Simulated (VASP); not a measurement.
Input of a VASP 6.6.1 run:

INCAR

```
ALGO = Normal
EDIFF = 1E-6
EDIFFG = -0.01
ENCUT = 600
IBRION = 2
ISIF = 3
ISMEAR = 0
LASPH = T
LCHARG = F
LREAL = F
LWAVE = F
NELM = 100
NSW = 80
PREC = Accurate
PSTRESS = 200.0
SIGMA = 0.15
```

Contents of KPOINTS:

```
k-points
0
Gamma
  11 11 11
```

Contents of POSCAR:

```
Mg
1.0
   -1.4765000000      1.4765000000      1.4765000000
    1.4765000000     -1.4765000000      1.4765000000
    1.4765000000      1.4765000000     -1.4765000000
Mg
1
Direct
    0.0000000000      0.0000000000      0.0000000000
```

Potentials or basis: VASP PAW LDA potentials, release 64 (Mg).

Launch:

```sh
$ cat potpaw_LDA.64/Mg/POTCAR > POTCAR
$ mpirun -np 1 vasp_std > vasp.out
```

Q: What does it give for the band gap on the k mesh?

A: Zero (band 1 reaches 7.17 eV, above the bottom of band 2 at 3.89 eV).

Q: What does it give for the relaxed volume?

A: 16.12 Å³/atom.

Q: Estimate the space group after relaxing (to 0.05 Å).

A: Im-3m (No. 229).

Q: Estimate the relaxed cell.

A: a = 2.756 Å, b = 2.756 Å, c = 2.756 Å, α = 109.47°, β = 109.47°, γ = 109.47°.

The path:
| step | energy change (eV) | largest force (eV/Å) | pressure (GPa) | volume (Å³) |
| --- | --- | --- | --- | --- |
| 1 | 0.0000 | 0.0000 | 55.95 | 12.88 |
| 2 | -0.9346 | 0.0000 | 5.83 | 19.04 |
| 3 | -0.7193 | 0.0000 | 19.74 | 16.16 |
| 4 | -0.7105 | 0.0000 | 20.23 | 16.09 |
| 5 | -0.7105 | 0.0000 | 20.22 | 16.09 |
| 6 | -0.7107 | 0.0000 | 20.22 | 16.09 |
| 7 | -0.7107 | 0.0000 | 20.22 | 16.09 |
| 8 | -0.7107 | 0.0000 | 20.22 | 16.09 |
| 9 | -0.7107 | 0.0000 | 20.22 | 16.09 |
| 10 | -0.7107 | 0.0000 | 20.22 | 16.09 |
| 11 | -0.7107 | 0.0000 | 20.22 | 16.09 |
| 12 | -0.7107 | 0.0000 | 20.21 | 16.09 |
| 13 | -0.7108 | 0.0000 | 20.21 | 16.09 |
| 14 | -0.7109 | 0.0000 | 20.20 | 16.09 |
| 15 | -0.7112 | 0.0000 | 20.19 | 16.09 |
| 16 | -0.7117 | 0.0000 | 20.16 | 16.10 |
| 17 | -0.7126 | 0.0000 | 20.11 | 16.11 |
| 18 | -0.7146 | 0.0000 | 20.00 | 16.12 |

Caveat: the cell is relaxed towards a set pressure, so the enthalpy falls and the energy may rise; the volume moved by over 15 % at a fixed basis, so the end points are rough.
